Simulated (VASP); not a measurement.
# SnO2 (R3m) in VASP: further runs, part 2 of 2

VASP 6.6.1. The steps go on from the part before.

### Step 5. Single point, LDA

This run uses another cell than the first one, of 12.22 Å³/atom.

INCAR

```
ALGO     = Normal         # electronic algorithm
EDIFF    = 1E-7           # SCF threshold, eV
ENCUT    = 520            # plane-wave cutoff, eV
ISIF     = 2              # what is computed and relaxed
ISMEAR   = 0              # smearing method
LASPH    = True           # aspherical terms in the spheres
LCHARG   = False          # write CHGCAR
LREAL    = False          # projectors in reciprocal space
LWAVE    = False          # write WAVECAR
NBANDS   = 64             # bands
NELM     = 100            # most SCF steps
PREC     = Accurate       # precision mode
SIGMA    = 0.05           # smearing width, eV
```

KPOINTS

```
k-points
0
Gamma
  6 6 6
```

POSCAR

```
SnO2
1.0
    3.3015000000      1.9061219137      3.8825333333
   -3.3015000000      1.9061219137      3.8825333333
    0.0000000000     -3.8122438274      3.8825333333
Sn O
4 8
Direct
    0.8645353782      0.8645353782      0.8645353782
    0.3648691645      0.3648691645      0.8648751974
    0.3648691645      0.8648751974      0.3648691645
    0.8648751974      0.3648691645      0.3648691645
    0.1199116729      0.6196051221      0.6196051221
    0.6196051221      0.1199116729      0.6196051221
    0.6196051221      0.6196051221      0.1199116729
    0.6099370359      0.6099370359      0.6099370359
    0.1198492242      0.1198492242      0.1198492242
    0.1096932183      0.1096932183      0.6100024814
    0.1096932183      0.6100024814      0.1096932183
    0.6100024814      0.1096932183      0.1096932183
```

Potentials or basis: VASP PAW LDA potentials, release 64 (Sn_d, O).

Started as:

```
> cat potpaw_LDA.64/Sn_d/POTCAR potpaw_LDA.64/O/POTCAR > POTCAR
> mpirun -np 1 vasp_std > vasp.out
```

OUTCAR:

```text
EDIFF = 1E-7
   ENCUT = 520
   ISIF = 2
   ISMEAR = 0
   LASPH = True
   LREAL = False
   NELM = 100
   PREC = Accurate

 ion  position               nearest neighbor table
   1  0.865  0.865  0.865-   7 2.11   6 2.11   5 2.11  10 2.11  11 2.11  12 2.11   3 3.30   4 3.30
                             3 3.30   4 3.30   2 3.30   2 3.30
   2  0.365  0.365  0.865-   9 2.11  11 2.11  12 2.11   6 2.11   5 2.11   8 2.11   3 3.30   4 3.30
                             1 3.30   1 3.30   4 3.30   3 3.30
   3  0.365  0.865  0.365-   9 2.11  12 2.11  10 2.11   5 2.11   7 2.11   8 2.11   2 3.30   4 3.30
                             1 3.30   1 3.30   2 3.30   4 3.30
   4  0.865  0.365  0.365-   9 2.11  11 2.11  10 2.11   6 2.11   7 2.11   8 2.11   2 3.30   3 3.30
                             1 3.30   1 3.30   2 3.30   3 3.30
   5  0.120  0.620  0.620-   1 2.11   3 2.11   2 2.11
   6  0.620  0.120  0.620-   1 2.11   4 2.11   2 2.11
   7  0.620  0.620  0.120-   1 2.11   3 2.11   4 2.11
   8  0.610  0.610  0.610-   2 2.11   3 2.11   4 2.11
   9  0.120  0.120  0.120-   2 2.11   3 2.11   4 2.11
  10  0.110  0.110  0.610-   3 2.11   4 2.11   1 2.11
[... 215 lines left out ...]
  band No.  band energies     occupation
      1     -15.2190      2.00000
      2     -15.2189      2.00000
      3     -15.2189      2.00000
      4     -14.7571      2.00000
      5     -14.4800      2.00000
      6     -14.4800      2.00000
[... 1597 lines left out ...]
     63      14.8099      0.00000
     64      15.1144      0.00000

 [... further k-points ...]
[... 5 lines left out ...]
  --------------------------------------------------------------------------------------
  -------------------------------------------------------------------------------------
  Total       -6.9844686     -6.9844686     -1.2138103     -0.0000000      0.0000000      0.0000000
  in kB      -76.3335624    -76.3335624    -13.2657853     -0.0000000      0.0000000      0.0000000
  external PRESSURE =     -55.3109700 kB  Pullay stress =       0.0000000 kB

 VOLUME and BASIS-vectors are now :
 -----------------------------------------------------------------------------
  energy-cutoff  :      520.00
  volume of cell :      146.60
      direct lattice vectors                 reciprocal lattice vectors
     3.301500000  1.906121914  3.882533333     0.151446312  0.087437569  0.085854597
    -3.301500000  1.906121914  3.882533333    -0.151446312  0.087437569  0.085854597
     0.000000000 -3.812243827  3.882533333     0.000000000 -0.174875138  0.085854597

 POSITION                                       TOTAL-FORCE (eV/Angst)
 -----------------------------------------------------------------------------------
      0.00000      0.00000     10.06976        -0.000000     -0.000000      0.002594
      0.00000     -1.90614      6.19114        -0.000000     -0.004393     -0.001062
     -1.65077      0.95307      6.19114        -0.003805      0.002197     -0.001062
      1.65077      0.95307      6.19114         0.003805      0.002197     -0.001062
     -1.64974     -0.95248      5.27684        -0.000088     -0.000051     -0.074458
      1.64974     -0.95248      5.27684         0.000088     -0.000051     -0.074458
      0.00000      1.90495      5.27684        -0.000000      0.000102     -0.074458
      0.00000      0.00000      7.10430        -0.000000     -0.000000      0.076979
      0.00000      0.00000      1.39596        -0.000000      0.000000     -0.069744
      0.00000     -1.90730      3.22013        -0.000000      0.000292      0.072243
     -1.65177      0.95365      3.22013         0.000253     -0.000146      0.072243
      1.65177      0.95365      3.22013        -0.000253     -0.000146      0.072243
 -----------------------------------------------------------------------------------
    total drift:                               -0.000000      0.000003      0.000728

  FREE ENERGIE OF THE ION-ELECTRON SYSTEM (eV)
  ---------------------------------------------------
  free  energy   TOTEN  =       -82.0859055444 eV

  energy  without entropy=      -82.0859055444  energy(sigma->0) =      -82.08590554
```

Run time: 4.6 min. Hardware: 1 thread of Intel Xeon Platinum 8488C (Sapphire Rapids), shared host; peak memory 0.33 GiB.

What came out:

```yaml
Free_energy: -82.0859 eV
Pressure: -5.5 GPa
Largest_force: 0.077 eV/Å
Band_gap_on_the_k_mesh: 0.96 eV
```

Forces on the atoms (eV/Å):
```
Sn   0.000  0.000  0.003
Sn   0.000 -0.004 -0.001
Sn  -0.004  0.002 -0.001
Sn   0.004  0.002 -0.001
O    0.000  0.000 -0.074
O    0.000  0.000 -0.074
O    0.000  0.000 -0.074
O    0.000  0.000  0.077
O    0.000  0.000 -0.070
O    0.000  0.000  0.072
O    0.000  0.000  0.072
O    0.000  0.000  0.072
```

Stress tensor (GPa, compression positive):
```
-7.63  0.00  0.00
 0.00 -7.63  0.00
 0.00  0.00 -1.33
```

Caveat: the stress differs along the axes, from -8 to -1 GPa; spin-orbit coupling is left out, which moves the levels of the heavy elements.

### Step 6. Single point, LDA

This run uses another cell than the first one, of 12.73 Å³/atom.

INCAR

```
  PREC = Accurate
  ENCUT = 520
  EDIFF = 1E-7
  ISMEAR = 0
  SIGMA = 0.05
  LREAL = False
  LASPH = True
  NELM = 100
  ALGO = Normal
  ISIF = 2
  LWAVE = False
  LCHARG = True
  GGA = CA
  LELF = True
  LVHAR = True
  NBANDS = 64
```

KPOINTS

```
regular mesh
0
Gamma
  6 6 6
```

Edit POSCAR of step 5 so:

```diff
@@ -2,5 +2,5 @@
 1.0
-    3.3015000000      1.9061219137      3.8825333333
-   -3.3015000000      1.9061219137      3.8825333333
-    0.0000000000     -3.8122438274      3.8825333333
+    3.2053561353      1.8506132276      4.2912000000
+   -3.2053561353      1.8506132276      4.2912000000
+    0.0000000000     -3.7012264551      4.2912000000
 Sn O
```

Potentials or basis: VASP PAW LDA potentials, release 64 (Sn_d, O).

Started as:

```
> cat potpaw_LDA.64/Sn_d/POTCAR potpaw_LDA.64/O/POTCAR > POTCAR
> mpirun -np 1 vasp_std > vasp.out
```

OUTCAR:

```text
PREC = Accurate
   ENCUT = 520
   EDIFF = 1E-7
   ISMEAR = 0
   LREAL = False
   LASPH = True
   NELM = 100
   ISIF = 2
   GGA = CA

 ion  position               nearest neighbor table
   1  0.865  0.865  0.865-   5 2.11   6 2.11   7 2.11  11 2.11  12 2.11  10 2.11   2 3.21   2 3.21
                             3 3.21   4 3.21   3 3.21   4 3.21
   2  0.365  0.365  0.865-  11 2.11  12 2.11   9 2.11   8 2.11   5 2.11   6 2.11   3 3.21   4 3.21
                             1 3.21   1 3.21   4 3.21   3 3.21
   3  0.365  0.865  0.365-  10 2.11  12 2.11   9 2.11   8 2.11   7 2.11   5 2.11   4 3.21   2 3.21
                             1 3.21   1 3.21   4 3.21   2 3.21
   4  0.865  0.365  0.365-  10 2.11  11 2.11   9 2.11   8 2.11   7 2.11   6 2.11   3 3.21   2 3.21
                             1 3.21   1 3.21   3 3.21   2 3.21
   5  0.120  0.620  0.620-   1 2.11   2 2.11   3 2.11
   6  0.620  0.120  0.620-   1 2.11   2 2.11   4 2.11
   7  0.620  0.620  0.120-   1 2.11   3 2.11   4 2.11
   8  0.610  0.610  0.610-   3 2.11   4 2.11   2 2.11
   9  0.120  0.120  0.120-   3 2.11   4 2.11   2 2.11
  10  0.110  0.110  0.610-   3 2.11   4 2.11   1 2.11
  11  0.110  0.610  0.110-   2 2.11   4 2.11   1 2.11
  12  0.610  0.110  0.110-   2 2.11   3 2.11   1 2.11

  LATTYP: Found a trigonal (rhomboedric) cell.
 ALAT       =     5.6668752159
 COS(alpha) =     0.3601248045

  Lattice vectors:

 A1 = (   3.2053561353,   1.8506132276,   4.2912000000)
 A2 = (  -3.2053561353,   1.8506132276,   4.2912000000)
 A3 = (   0.0000000000,  -3.7012264551,   4.2912000000)

Analysis of symmetry for initial positions (statically):
=====================================================================
 Subroutine PRICEL returns:
 Original cell was already a primitive cell.

 Routine SETGRP: Setting up the symmetry group for a
 trigonal (rhombohedral) supercell.

 Subroutine GETGRP returns: Found  6 space group operations
 (whereof  6 operations were pure point group operations)
 out of a pool of 12 trial point group operations.

[... 159 lines left out ...]
   GGA     = CA    functional components
   LHFCALC =     F    Hartree Fock is set to
   AEXX    =    0.0000 exact exchange contribution
   IVDW    =     0    specifies the selected vdW correction
   LEPSILON=     F    determine dielectric tensor
   LRPA    =     F    only Hartree local field effects (RPA)
 non-spin polarized calculation
 Gauss-broadening in eV      SIGMA  =   0.05
  energy-cutoff  :      520.00
  volume of cell :      152.73
 maximum number of plane-waves:      4135
   NGX = 21   NGY = 21   NGZ = 21

 number of electron     103.9999995 magnetization

 Free energy of the ion-electron system (eV)
  ---------------------------------------------------
  ext. energy  EPLUGINS =         0.00000000
  ---------------------------------------------------
  free energy    TOTEN  =       -82.13603256 eV

  energy without entropy =      -82.13603256  energy(sigma->0) =      -82.13603256

 E-fermi :   5.0727     XC(G=0): -11.4040

 val. band max:        4.7881626868   @ k =   0.0000   0.0000   0.0000
 cond. band min:       6.3387282471   @ k =   0.0000   0.0000   0.0000
 fundamental gap:      1.5505655602
 Fermi energy:         5.0727099323

 k-point     1 :       0.0000    0.0000    0.0000
  band No.  band energies     occupation
      1     -15.9551      2.00000
      2     -15.9551      2.00000
      3     -15.9551      2.00000
      4     -15.3523      2.00000
      5     -15.1383      2.00000
      6     -15.1383      2.00000
[... 1597 lines left out ...]
     63      14.2666      0.00000
     64      14.3737      0.00000

 [... further k-points ...]
[... 5 lines left out ...]
  --------------------------------------------------------------------------------------
  -------------------------------------------------------------------------------------
  Total       -3.5266496     -3.5266496     -5.1536817     -0.0000000     -0.0000000      0.0000000
  in kB      -36.9956735    -36.9956735    -54.0637567     -0.0000000     -0.0000000      0.0000000
  external PRESSURE =     -42.6850346 kB  Pullay stress =       0.0000000 kB

 VOLUME and BASIS-vectors are now :
 -----------------------------------------------------------------------------
  energy-cutoff  :      520.00
  volume of cell :      152.73
      direct lattice vectors                 reciprocal lattice vectors
     3.205356135  1.850613228  4.291200000     0.155988907  0.090060237  0.077678349
    -3.205356135  1.850613228  4.291200000    -0.155988907  0.090060237  0.077678349
     0.000000000 -3.701226455  4.291200000     0.000000000 -0.180120475  0.077678349

 POSITION                                       TOTAL-FORCE (eV/Angst)
 -----------------------------------------------------------------------------------
      0.00000      0.00000     11.12968         0.000000      0.000000      0.006794
      0.00000     -1.85064      6.84281         0.000000     -0.000782     -0.002147
     -1.60270      0.92532      6.84281        -0.000677      0.000391     -0.002147
      1.60270      0.92532      6.84281         0.000677      0.000391     -0.002147
     -1.60170     -0.92474      5.83226        -0.000580     -0.000335      0.489427
      1.60170     -0.92474      5.83226         0.000580     -0.000335      0.489427
      0.00000      1.84948      5.83226         0.000000      0.000670      0.489427
      0.00000      0.00000      7.85209         0.000000     -0.000000     -0.490402
      0.00000      0.00000      1.54289         0.000000      0.000000      0.487433
      0.00000     -1.85176      3.55907         0.000000      0.000806     -0.488556
     -1.60367      0.92588      3.55907         0.000698     -0.000403     -0.488556
      1.60367      0.92588      3.55907        -0.000698     -0.000403     -0.488556
 -----------------------------------------------------------------------------------
    total drift:                                0.000000      0.000001      0.001238

  FREE ENERGIE OF THE ION-ELECTRON SYSTEM (eV)
  ---------------------------------------------------
  free  energy   TOTEN  =       -82.1360325565 eV

  energy  without entropy=      -82.1360325565  energy(sigma->0) =      -82.13603256
```

stdout:

```text
POSCAR found type information on POSCAR SnO
 POSCAR found :  2 types and      12 ions
 scaLAPACK will be used
 LDA part: xc-table for (Slater(with rela. corr.)+CA(PZ))
 , standard interpolation
 POSCAR, INCAR and KPOINTS ok, starting setup
 FFT: planning ... GRIDC
 FFT: planning ... GRID_SOFT
 FFT: planning ... GRID
 WAVECAR not read
 entering main loop
```

Run time: 2.9 min. Hardware: 1 thread of Intel Xeon 6975P-C (Granite Rapids), shared host; peak memory 0.35 GiB.

What came out:

- Free energy: -82.1360 eV
- Pressure: -4.3 GPa
- Largest force: 0.490 eV/Å
- Band gap on the k mesh: 1.55 eV

Forces on the atoms (eV/Å):
```
Sn   0.000  0.000  0.007
Sn   0.000 -0.001 -0.002
Sn  -0.001  0.000 -0.002
Sn   0.001  0.000 -0.002
O   -0.001  0.000  0.489
O    0.001  0.000  0.489
O    0.000  0.001  0.489
O    0.000  0.000 -0.490
O    0.000  0.000  0.487
O    0.000  0.001 -0.489
O    0.001  0.000 -0.489
O   -0.001  0.000 -0.489
```

Stress tensor (GPa, compression positive):
```
-3.70  0.00  0.00
 0.00 -3.70  0.00
 0.00  0.00 -5.41
```

Levels at points of the mesh, in eV from the valence-band top:
| k point | band 50 | band 51 | band 52 | band 53 | band 54 | band 55 |
| --- | --- | --- | --- | --- | --- | --- |
| (0.00, 0.00, 0.00) | -0.05 | -0.05 | 0.00 | 1.55 | 4.67 | 4.67 |
| (0.50, 0.00, 0.00) | -0.44 | -0.08 | -0.08 | 4.08 | 4.08 | 5.52 |
| (0.50, 0.50, 0.00) | -0.65 | -0.19 | -0.19 | 4.49 | 4.49 | 5.54 |
| (0.50, 0.50, 0.50) | -1.00 | -1.00 | -1.00 | 3.53 | 5.26 | 5.26 |

Caveat: the cell stands under tension; spin-orbit coupling is left out, which moves the levels of the heavy elements.

### Step 7. The runs side by side

```tsv
cell	gap on the mesh (eV)	pressure (GPa)	largest force (eV/Å)
a = 5.589 Å, angles 72.4°, 12 atoms	0.91	-10.5	0.43
a = 5.703 Å, angles 69.6°, 12 atoms	1.22	-9.7	0.73
a = 5.476 Å, angles 72.9°, 12 atoms	1.27	-2.3	0.08
a = 5.441 Å, angles 74.7°, 12 atoms	0.96	-5.5	0.08
a = 5.667 Å, angles 68.9°, 12 atoms	1.55	-4.3	0.49
```

Alike in all rows: task single point; level LDA; potentials or basis VASP PAW LDA potentials, release 64 (Sn_d, O); no spin polarisation; k mesh 6 × 6 × 6; cutoff (eV) 520; smearing gaussian 0.05 eV.

Caveats: spin-orbit coupling is left out, which moves the levels of the heavy elements; the cell stands under tension (at least some runs); the stress differs along the axes, from -13 to -6 GPa (at least some runs); the stress differs along the axes, from -8 to -1 GPa (at least some runs).

Total energies depend on the potentials used, so only differences within one code and one set of settings carry meaning.
